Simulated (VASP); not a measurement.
# BiB (P6_3/mmc) in VASP: settings compared

BiB is run at these levels: PBE, r2SCAN; tasks: single point, relaxation of cell and atoms.

All numbers are computed with VASP 6.6.1; they aren't measurements. Logs are shortened: lines on timing, memory, paths and dates and some standing lists are left out, and cuts for length are marked.

## Step 1: The cell of the first run

The structure is hexagonal, space group P6_3/mmc (No. 194). Conventional cell: a = 4.198 Å, b = 4.198 Å, c = 5.567 Å, α = 90.00°, β = 90.00°, γ = 120.00°. B (site symmetry -6m2) has 5 Bi at 2.42 to 2.78 Å within 3.2 Å. Bi (site symmetry -6m2) has 5 B at 2.42 to 2.78 Å within 3.2 Å.

## Step 2: Single point, PBE

File INCAR:

```
  PREC = Accurate
  ENCUT = 520
  EDIFF = 1E-6
  ISMEAR = -1
  SIGMA = 0.02
  LREAL = False
  LASPH = True
  NELM = 80
  ALGO = Normal
  ISIF = 2
  LWAVE = False
  LCHARG = False
  GGA = PE
  NBANDS = 26
```

File KPOINTS:

```
regular mesh
0
Gamma
  6 6 6
```

File POSCAR:

```
BiB
1.0
    4.1980881603      0.0000000000      0.0000000000
   -2.0990440802      3.6356509942      0.0000000000
    0.0000000000      0.0000000000      5.5670186188
B Bi
2 2
Direct
    0.3333333333      0.6666666667      0.2500000000
    0.6666666667      0.3333333333      0.7500000000
    0.6666666667      0.3333333333      0.2500000000
    0.3333333333      0.6666666667      0.7500000000
```

Potentials or basis: VASP PAW PBE potentials, release 64 (B, Bi_d).

Command:

```console
> cat potpaw_PBE.64/B/POTCAR potpaw_PBE.64/Bi_d/POTCAR > POTCAR
> mpirun -np 1 vasp_std > vasp.out
```

OUTCAR:

```text
PREC = Accurate
   ENCUT = 520
   EDIFF = 1E-6
   ISMEAR = -1
   LREAL = False
   LASPH = True
   NELM = 80
   ISIF = 2
   GGA = PE

 ion  position               nearest neighbor table
   1  0.333  0.667  0.250-   3 2.42   3 2.42   3 2.42   4 2.78   4 2.78
   2  0.667  0.333  0.750-   4 2.42   4 2.42   4 2.42   3 2.78   3 2.78
   3  0.667  0.333  0.250-   1 2.42   1 2.42   1 2.42   2 2.78   2 2.78   4 3.69   4 3.69   4 3.69
                             4 3.69   4 3.69   4 3.69
   4  0.333  0.667  0.750-   2 2.42   2 2.42   2 2.42   1 2.78   1 2.78   3 3.69   3 3.69   3 3.69
                             3 3.69   3 3.69   3 3.69

  LATTYP: Found a hexagonal cell.
 ALAT       =     4.1980881603
 C/A-ratio  =     1.3260842570

  Lattice vectors:

 A1 = (   4.1980881603,   0.0000000000,   0.0000000000)
 A2 = (  -2.0990440802,   3.6356509942,   0.0000000000)
 A3 = (   0.0000000000,   0.0000000000,   5.5670186188)

Analysis of symmetry for initial positions (statically):
=====================================================================
 Subroutine PRICEL returns:
 Original cell was already a primitive cell.

 Routine SETGRP: Setting up the symmetry group for a
 hexagonal supercell.

 Subroutine GETGRP returns: Found 24 space group operations
 (whereof 12 operations were pure point group operations)
 out of a pool of 24 trial point group operations.

The static configuration has the point symmetry D_3d.
 The point group associated with its full space group is D_6h.

Analysis of symmetry for dynamics (positions and initial velocities):
=====================================================================
 Subroutine PRICEL returns:
 Original cell was already a primitive cell.

 Routine SETGRP: Setting up the symmetry group for a
 hexagonal supercell.

 Subroutine GETGRP returns: Found 24 space group operations
 (whereof 12 operations were pure point group operations)
 out of a pool of 24 trial point group operations.

The dynamic configuration has the point symmetry D_3d.
 The point group associated with its full space group is D_6h.

 Subroutine INISYM returns: Found 24 space group operations
 (whereof 12 operations are pure point group operations),
 and found     1 'primitive' translations

----------------------------------------------------------------------------------------

                                     Primitive cell

  volume of cell :      84.9682

  direct lattice vectors                    reciprocal lattice vectors
     4.198088160  0.000000000  0.000000000     0.238203668  0.137526952  0.000000000
    -2.099044080  3.635650994  0.000000000     0.000000000  0.275053904  0.000000000
     0.000000000  0.000000000  5.567018619     0.000000000  0.000000000  0.179629362

  length of vectors
     4.198088160  4.198088160  5.567018619     0.275053904  0.275053904  0.179629362

  position of ions in fractional coordinates (direct lattice)
     0.333333333  0.666666667  0.250000000
     0.666666667  0.333333333  0.750000000
     0.666666667  0.333333333  0.250000000
     0.333333333  0.666666667  0.750000000

  ion indices of the primitive-cell ions
   primitive index   ion index
                 1           1
                 2           2
                 3           3
                 4           4

----------------------------------------------------------------------------------------

 KPOINTS: regular mesh

Automatic generation of k-mesh.
 Grid dimensions read from file:
 generate k-points for:    6    6    6

 Generating k-lattice:

  Cartesian coordinates                     Fractional coordinates (reciprocal lattice)
     0.039700611  0.022921159  0.000000000     0.166666667  0.000000000  0.000000000
     0.000000000  0.045842317  0.000000000     0.000000000  0.166666667  0.000000000
     0.000000000  0.000000000  0.029938227     0.000000000  0.000000000  0.166666667

  Length of vectors
     0.045842317  0.045842317  0.029938227

  Shift w.r.t. Gamma in fractional coordinates (k-lattice)
     0.000000000  0.000000000  0.000000000

 Subroutine IBZKPT returns following result:
 ===========================================

 Found     28 irreducible k-points:

 Following reciprocal coordinates:
            Coordinates               Weight
  0.000000  0.000000  0.000000      1.000000
  0.166667  0.000000  0.000000      6.000000
  0.333333  0.000000  0.000000      6.000000
  0.500000  0.000000  0.000000      3.000000
  0.166667  0.166667  0.000000      6.000000
  0.333333  0.166667  0.000000     12.000000
[... 16 lines left out ...]
  0.166667  0.000000  0.500000      6.000000
  0.333333  0.000000  0.500000      6.000000
 [... further k-points ...]
   k-points           NKPTS =     28   k-points in BZ     NKDIM =     28   number of bands    NBANDS=     26
   number of dos      NEDOS =    301   number of ions     NIONS =      4
   total plane-waves  NPLWV =  43008
   dimension x,y,z NGX =    32 NGY =   32 NGZ =   42
   dimension x,y,z NGXF=    64 NGYF=   64 NGZF=   84
   ions per type =               2   2
   NGX,Y,Z   is equivalent  to a cutoff of  12.67, 12.67, 12.54 a.u.
   NGXF,Y,Z  is equivalent  to a cutoff of  25.34, 25.34, 25.08 a.u.
 SYSTEM =  unknown system
   PREC   = accura    normal or accurate (medium, high low for compatibility)
   ISTART =      0    job   : 0-new  1-cont  2-samecut
   ICHARG =      2    charge: 1-file 2-atom 10-const
   ISPIN  =      1    spin polarized calculation?
   LNONCOLLINEAR =      F non collinear calculations
   LSORBIT =      F    spin-orbit coupling
   LASPH  =      T    aspherical Exc in radial PAW
   ENCUT  =  520.0 eV  38.22 Ry    6.18 a.u.   7.81  7.81 10.35*2*pi/ulx,y,z
   NELM   =     80;   NELMIN=  2; NELMDL= -5     # of ELM steps
   EDIFF  = 0.1E-05   stopping-criterion for ELM
   LREAL  =      F    real-space projection
   EDIFFG = 0.1E-04   stopping-criterion for IOM
   NSW    =      0    number of steps for IOM
   IBRION =     -1    ionic relax: 0-MD 1-quasi-New 2-CG
   NFREE  =      0    steps in history (QN), initial steepest desc. (CG)
   ISIF   =      2    stress and relaxation
   ISYM   =      2    0-nonsym 1-usesym 2-fastsym
   POTIM  = 0.5000    time-step for ionic-motion
   TEBEG  =    0.0;   TEEND  =   0.0 temperature during run
   PSTRESS=    0.0 pullay stress
   NELECT =      36.0000    total number of electrons
   NUPDOWN=      -1.0000    fix difference up-down
   EMIN   =  10.00;   EMAX   =-10.00  energy-range for DOS
   EFERMI =   0.00;   METHOD = LEGACY
   ISMEAR =    -1;   SIGMA  =   0.02  broadening in eV -4-tet -1-fermi 0-gaus
   EFERMI_NEDOS =   21; number of points for ismear=-14 and -15
   IALGO  =     38    algorithm
   IMIX   =      4    mixing-type and parameters
     AMIX     =   0.40;   BMIX     =  1.00
     AMIX_MAG =   1.60;   BMIX_MAG =  1.00
  volume/ion in A,a.u.               =      21.24       143.35
  Fermi-wavevector in a.u.,A,eV,Ry     =   1.229580  2.323570 20.570206  1.511867
  Thomas-Fermi vector in A             =   2.364462
   LORBIT       =      0    0 simple, 1 ext, 2 COOP (PROOUT), +10 PAW based schemes
   GGA     = PE    functional components
   LHFCALC =     F    Hartree Fock is set to
   AEXX    =    0.0000 exact exchange contribution
   IVDW    =     0    specifies the selected vdW correction
   LEPSILON=     F    determine dielectric tensor
   LRPA    =     F    only Hartree local field effects (RPA)
 non-spin polarized calculation
  energy-cutoff  :      520.00
  volume of cell :       84.97
 maximum number of plane-waves:      2336
 NGX is ok and might be reduce to    32
   NGX = 15   NGY = 15   NGZ = 21

 number of electron      36.0000000 magnetization

 Free energy of the ion-electron system (eV)
  ---------------------------------------------------
  ext. energy  EPLUGINS =         0.00000000
  ---------------------------------------------------
  free energy    TOTEN  =       -16.46245551 eV

  energy without entropy =      -16.45798575  energy(sigma->0) =      -16.46022063

 E-fermi :   6.6164     XC(G=0):  -9.9757

 val. band max:        6.4229070120   @ k =   0.1667   0.0000   0.5000
 cond. band min:       6.6236569978   @ k =   0.3333   0.1667   0.3333
 fundamental gap:      0.2007499858
 Fermi energy:         6.6164420903

 k-point     1 :       0.0000    0.0000    0.0000
  band No.  band energies     occupation
      1     -16.3669      2.00000
      2     -16.3236      2.00000
      3     -16.3236      2.00000
      4     -16.3092      2.00000
      5     -16.3030      2.00000
      6     -16.3030      2.00000
[... 18 lines left out ...]
     25      11.6290      0.00000
     26      11.9809      0.00000

 k-point     2 :       0.1667    0.0000    0.0000
  band No.  band energies     occupation
      1     -16.3651      2.00000
      2     -16.3279      2.00000
      3     -16.3236      2.00000
      4     -16.3199      2.00000
      5     -16.2977      2.00000
      6     -16.2951      2.00000
[... 18 lines left out ...]
     25      12.3009      0.00000
     26      13.5297      0.00000

 k-point     3 :       0.3333    0.0000    0.0000
  band No.  band energies     occupation
      1     -16.3658      2.00000
      2     -16.3357      2.00000
      3     -16.3241      2.00000
      4     -16.3231      2.00000
      5     -16.2843      2.00000
      6     -16.2839      2.00000
[... 18 lines left out ...]
     25      12.8041      0.00000
     26      13.4989      0.00000

 k-point     4 :       0.5000    0.0000    0.0000
  band No.  band energies     occupation
      1     -16.3681      2.00000
      2     -16.3392      2.00000
      3     -16.3229      2.00000
      4     -16.3226      2.00000
      5     -16.2807      2.00000
      6     -16.2767      2.00000
[... 18 lines left out ...]
     25      13.3584      0.00000
     26      13.6342      0.00000
[... 496 lines left out ...]
      1     -16.3368      2.00000
      2     -16.3368      2.00000
      3     -16.3270      2.00000
      4     -16.3270      2.00000
      5     -16.3270      2.00000
      6     -16.3270      2.00000
[... 18 lines left out ...]
     25      11.8746      0.00000
     26      11.8746      0.00000

 k-point    23 :       0.1667    0.0000    0.5000
  band No.  band energies     occupation
      1     -16.3414      2.00000
      2     -16.3414      2.00000
      3     -16.3194      2.00000
      4     -16.3194      2.00000
      5     -16.3167      2.00000
      6     -16.3167      2.00000
[... 18 lines left out ...]
     25      11.4412      0.00000
     26      11.4412      0.00000

 k-point    24 :       0.3333    0.0000    0.5000
  band No.  band energies     occupation
      1     -16.3436      2.00000
      2     -16.3436      2.00000
      3     -16.3056      2.00000
      4     -16.3056      2.00000
      5     -16.3051      2.00000
      6     -16.3051      2.00000
[... 18 lines left out ...]
     25      12.5887      0.00000
     26      12.5887      0.00000

 [... further k-points ...]

------------------------ aborting loop because EDIFF is reached ----------------------------------------

  FORCE on cell =-STRESS in cart. coord.  units (eV):
  Direction    XX          YY          ZZ          XY          YZ          ZX
  --------------------------------------------------------------------------------------
  -------------------------------------------------------------------------------------
  Total       -0.0042798     -0.0042798     -0.0077241      0.0000000      0.0000000      0.0000000
  in kB       -0.0807010     -0.0807010     -0.1456474      0.0000000      0.0000000      0.0000000
  external PRESSURE =      -0.1023498 kB  Pullay stress =       0.0000000 kB

 VOLUME and BASIS-vectors are now :
 -----------------------------------------------------------------------------
  energy-cutoff  :      520.00
  volume of cell :       84.97
      direct lattice vectors                 reciprocal lattice vectors
     4.198088160  0.000000000  0.000000000     0.238203668  0.137526952  0.000000000
    -2.099044080  3.635650994  0.000000000     0.000000000  0.275053904  0.000000000
     0.000000000  0.000000000  5.567018619     0.000000000  0.000000000  0.179629362

 POSITION                                       TOTAL-FORCE (eV/Angst)
 -----------------------------------------------------------------------------------
     -0.00000      2.42377      1.39175         0.000000     -0.000000      0.000000
      2.09904      1.21188      4.17526        -0.000000      0.000000      0.000000
      2.09904      1.21188      1.39175        -0.000000      0.000000      0.000000
     -0.00000      2.42377      4.17526         0.000000     -0.000000      0.000000
 -----------------------------------------------------------------------------------
    total drift:                               -0.000000      0.000000      0.000000

  FREE ENERGIE OF THE ION-ELECTRON SYSTEM (eV)
  ---------------------------------------------------
  free  energy   TOTEN  =       -16.4624555131 eV

  energy  without entropy=      -16.4579857500  energy(sigma->0) =      -16.46022063
```

It took 26 s on 1 thread of AMD EPYC 9R45 (Zen 5), shared host; peak memory 0.19 GiB.

What came out:

* Free energy: -16.4625 eV
* Pressure: 0.0 GPa
* Band gap on the k mesh: zero (bands 18 and 19 overlap by 1.95 eV)

Levels at points of the mesh, in eV from the Fermi level:
```tsv
k point	band 16	band 17	band 18	band 19	band 20	band 21
(0.00, 0.00, 0.00)	-2.48	-0.29	-0.29	0.02	0.65	2.16
(0.50, 0.00, 0.00)	-3.98	-2.23	-1.65	-1.07	2.02	4.62
(0.00, 0.00, 0.50)	-1.54	-1.54	-1.54	-1.15	-1.15	3.10
(0.50, 0.00, 0.50)	-2.99	-0.20	-0.20	0.40	0.40	2.33
```

Caveat: spin-orbit coupling is left out, which moves the levels of the heavy elements.

## Step 3: Single point, r2SCAN

This run uses another cell than the first one, of 20.95 Å³/atom.

File POSCAR:

```
BiB
1.0
    4.1609172379      0.0000000000      0.0000000000
   -2.0804586190      3.6034600310      0.0000000000
    0.0000000000      0.0000000000      5.5892505331
B Bi
2 2
Direct
    0.3333333333      0.6666666667      0.2500000000
    0.6666666667      0.3333333333      0.7500000000
    0.6666666667      0.3333333333      0.2500000000
    0.3333333333      0.6666666667      0.7500000000
```

File INCAR.step1:

```
SYSTEM = BiB
PREC = Accurate
ENCUT = 520
ISMEAR = -1
SIGMA = 0.02
LREAL = .FALSE.
LASPH = .TRUE.
NELM = 100
NBANDS = 26
GGA = PE
ALGO = Normal
EDIFF = 1E-4
LWAVE = .TRUE.
LCHARG = .FALSE.
```

File INCAR.step2:

```
SYSTEM = BiB
PREC = Accurate
ENCUT = 520
EDIFF = 1E-6
ISMEAR = -1
SIGMA = 0.02
LREAL = .FALSE.
LASPH = .TRUE.
NELM = 100
ALGO = Normal
ISIF = 2
LWAVE = .FALSE.
LCHARG = .TRUE.
METAGGA = R2SCAN
LMIXTAU = .TRUE.
LELF = .TRUE.
LVHAR = .TRUE.
NBANDS = 26
ISTART = 1
```

File KPOINTS:

```
regular mesh
0
G
  6 6 4
  0 0 0
```

Potentials or basis: VASP PAW PBE potentials, release 64 (B, Bi_d).

Command:

```console
> cat potpaw_PBE.64/B/POTCAR potpaw_PBE.64/Bi_d/POTCAR > POTCAR
> cp INCAR.step1 INCAR
> mpirun -np 1 vasp_std > vasp.out
> cp INCAR.step2 INCAR
> mpirun -np 1 vasp_std > vasp.out
```

Wall time 95 s (1 thread of AMD EPYC 9R45 (Zen 5), shared host); peak memory 0.19 GiB.

Results (log left out):

- Free energy: -126.7921 eV
- Pressure: 0.0 GPa
- Band gap on the k mesh: zero (bands 18 and 19 overlap by 2.17 eV)

Stress tensor (GPa, compression positive):
```
-0.02  0.00  0.00
 0.00 -0.02  0.00
 0.00  0.00  0.07
```

Levels at points of the mesh, in eV from the Fermi level:
```
           k point  band 15  band 16  band 17  band 18  band 19  band 20  band 21  band 22
(0.00, 0.00, 0.00)    -2.54    -2.54    -0.31    -0.31     0.32     0.85     2.45     2.45
(0.50, 0.00, 0.00)    -4.22    -4.18    -2.27    -1.82    -0.95     2.30     4.95     6.78
(0.00, 0.00, 0.50)    -1.57    -1.57    -1.57    -1.57    -1.29    -1.29     3.42     3.42
(0.50, 0.00, 0.50)    -3.16    -3.16    -0.07    -0.07     0.42     0.42     2.51     2.51
```

Caveat: the PAW data sets were made with another functional, which shifts forces and pressure a little; spin-orbit coupling is left out, which moves the levels of the heavy elements.

## Step 4: Relaxation of cell and atoms, PBE

This run uses another cell than the first one, of 17.47 Å³/atom.

File INCAR:

```
SYSTEM = BiB
PREC = Accurate
ENCUT = 600
EDIFF = 1E-7
ISMEAR = -1
SIGMA = 0.02
LREAL = .FALSE.
LASPH = .TRUE.
NELM = 60
ALGO = Normal
ISIF = 3
LWAVE = .FALSE.
LCHARG = .FALSE.
GGA = PE
IBRION = 2
NSW = 80
EDIFFG = -0.005
```

File KPOINTS:

```
Automatic mesh
0
G
  6 6 6
  0 0 0
```

File POSCAR:

```
BiB
1.0
    4.0116264659      0.0000000000      0.0000000000
   -2.0058132330      3.4741704300      0.0000000000
    0.0000000000      0.0000000000      5.0142666000
B Bi
2 2
Direct
    0.3333333333      0.6666666667      0.2500000000
    0.6666666667      0.3333333333      0.7500000000
    0.6666666667      0.3333333333      0.2500000000
    0.3333333333      0.6666666667      0.7500000000
```

Command:

```console
> cat potpaw_PBE.64/B/POTCAR potpaw_PBE.64/Bi_d/POTCAR > POTCAR
> mpirun -np 1 vasp_std > vasp.out
```

Wall time 4.4 min (1 thread of AMD EPYC 9R45 (Zen 5), shared host); peak memory 0.2 GiB.

It converged, with:

| Item | Value |
| --- | --- |
| Free energy | -16.4574 eV |
| Relaxed volume | 21.24 Å³/atom |
| Relaxed cell | a = 4.198 Å, b = 4.198 Å, c = 5.566 Å, α = 90.00°, β = 90.00°, γ = 120.00° |
| Space group after relaxing (to 0.1 Å) | P6_3/mmc (No. 194) |
| Energy gained by relaxing | 213.7 meV/atom |
| Ionic steps | 17 |
| Pressure after relaxing | 0.0 GPa |
| Band gap on the k mesh | zero (bands 18 and 19 overlap by 1.95 eV) |

The path:
| step | energy change (eV) | largest force (eV/Å) | pressure (GPa) | volume (Å³) |
| --- | --- | --- | --- | --- |
| 1 | 0.0000 | 0.0000 | 20.86 | 69.88 |
| 2 | -0.6363 | 0.0000 | -5.88 | 95.47 |
| 3 | -0.8449 | 0.0000 | -0.07 | 85.08 |
| 4 | -0.8447 | 0.0000 | 0.19 | 84.75 |
| 5 | -0.8464 | 0.0000 | 0.15 | 84.69 |
| 6 | -0.8497 | 0.0000 | 0.22 | 84.58 |
| 7 | -0.8518 | 0.0000 | 0.34 | 84.35 |
| 8 | -0.8455 | 0.0000 | 1.00 | 83.86 |
| 9 | -0.8523 | 0.0000 | 0.39 | 84.29 |
| 10 | -0.8528 | 0.0000 | 0.69 | 84.08 |
| 11 | -0.8530 | 0.0000 | 0.54 | 84.20 |
| 12 | -0.8543 | 0.0000 | 0.29 | 84.54 |
| 13 | -0.8547 | 0.0000 | 0.09 | 84.84 |
| 14 | -0.8547 | 0.0000 | 0.08 | 84.86 |
| 15 | -0.8547 | 0.0000 | 0.07 | 84.87 |
| 16 | -0.8547 | 0.0000 | 0.04 | 84.92 |
| 17 | -0.8548 | 0.0000 | 0.01 | 84.97 |

Final structure:
```
B Bi
1.0
     4.19841    0.00000    0.00000
    -2.09921    3.63593    0.00000
     0.00000    0.00000    5.56607
B Bi
2 2
Direct
  0.33333 0.66667 0.25000
  0.66667 0.33333 0.75000
  0.66667 0.33333 0.25000
  0.33333 0.66667 0.75000
```

Levels at points of the mesh, in eV from the Fermi level:
```csv
k point,band 15,band 16,band 17,band 18,band 19,band 20,band 21,band 22
"(0.00, 0.00, 0.00)",-2.48,-2.48,-0.29,-0.29,0.02,0.64,2.16,2.16
"(0.50, 0.00, 0.00)",-4.04,-3.98,-2.24,-1.65,-1.07,2.02,4.62,6.08
"(0.00, 0.00, 0.50)",-1.54,-1.54,-1.54,-1.54,-1.15,-1.15,3.10,3.10
"(0.50, 0.00, 0.50)",-2.99,-2.99,-0.20,-0.20,0.40,0.40,2.34,2.34
```

Caveat: the volume moved by over 15 % at a fixed basis, so the end points are rough; spin-orbit coupling is left out, which moves the levels of the heavy elements.

(Part 1 of 2 ends here.)

The gap in the log of VASP goes by the Fermi energy; the results here count the filled bands.